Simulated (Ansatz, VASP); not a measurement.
# C in VASP and in Ansatz

```
C
1.0
     6.13813    0.00000    0.00000
    -3.06907    5.31578    0.00000
     0.00000    0.00000    1.24905
C
3
Direct
  0.00000 0.00000 0.00000
  0.33333 0.66667 0.50000
  0.66667 0.33333 0.50000
```

Alike in both runs: task single point; functional PBE; k mesh 7 × 7 × 27; occupations fermi-dirac, width 0.1 eV; no spin polarisation.

```csv
,VASP,Ansatz
version,VASP 6.6.1,Ansatz 0.2.0
potentials or method,"VASP PAW PBE potentials, release 64 (C), cutoff 520 eV","plane waves (420 eV) with PAW, scalar-relativistic"
valence electrons in the cell,12,12
```

VASP gave:

* pressure (GPa): 14.4
* traceless stress, the component that is largest in VASP (GPa): 25.95

**Question.** What did Ansatz give for the same quantities?

**Answer.** Pressure (GPa): 14.7; traceless stress, the component that is largest in VASP (GPa): 26.25.

The functional is the same, so the differences come from potentials, cutoffs and numerics.
